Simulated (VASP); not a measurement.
**Zr: single point with PBEsol**

Zr:

```
CELL_PARAMETERS angstrom
4.95239 0.00000 0.00000
-2.47620 4.28890 0.00000
0.00000 0.00000 4.80837
ATOMIC_POSITIONS crystal
Zr 0.00000 0.00000 0.25000
Zr 0.00000 0.00000 0.75000
Zr 0.33333 0.66667 0.75000
Zr 0.66667 0.33333 0.25000
```

```yaml
Program: VASP 6.6.1
Task: single point
Functional: PBEsol
Potentials_or_basis: VASP PAW PBE potentials, release 64 (Zr_sv)
Cutoff: 520 eV
k_mesh: 6 × 6 × 2
Occupations: gaussian, width 0.1 eV
Spin: no spin polarisation
Dipole_correction: no
Further_INCAR_settings: ALGO = Normal; EDIFF = 1e-07; NBANDS = 32
```

| Item | Value |
| --- | --- |
| Pressure | 0.2 GPa |
| Band gap on the k mesh | zero (bands 24 and 25 overlap by 0.87 eV) |

Stress tensor (GPa, compression positive):
```
0.05 0.00 0.00
0.00 0.05 0.00
0.00 0.00 0.36
```

Levels at points of the mesh, in eV from the Fermi level:
| k point | band 21 | band 22 | band 23 | band 24 | band 25 | band 26 | band 27 | band 28 |
| --- | --- | --- | --- | --- | --- | --- | --- | --- |
| (0.00, 0.00, 0.00) | -1.57 | -0.43 | -0.43 | 0.24 | 0.24 | 0.32 | 0.32 | 1.40 |
| (0.50, 0.00, 0.00) | -2.03 | -1.64 | -0.78 | -0.11 | 0.17 | 0.17 | 0.33 | 1.12 |
| (0.00, 0.00, 0.50) | -1.18 | -1.18 | 0.70 | 0.70 | 0.70 | 0.70 | 1.39 | 1.39 |
| (0.50, 0.00, 0.50) | -1.02 | -1.02 | -0.52 | -0.52 | -0.18 | -0.18 | 1.21 | 1.21 |

Wall time 81 s on 1 thread of Intel Xeon 8259CL, with other jobs on the host, peak memory 0.23 GiB.

Caveat: the k points lie up to 0.65 Å⁻¹ apart, too coarse for converged energies and pressures of a metal; the PAW data sets were made with another functional, which shifts forces and pressure a little.
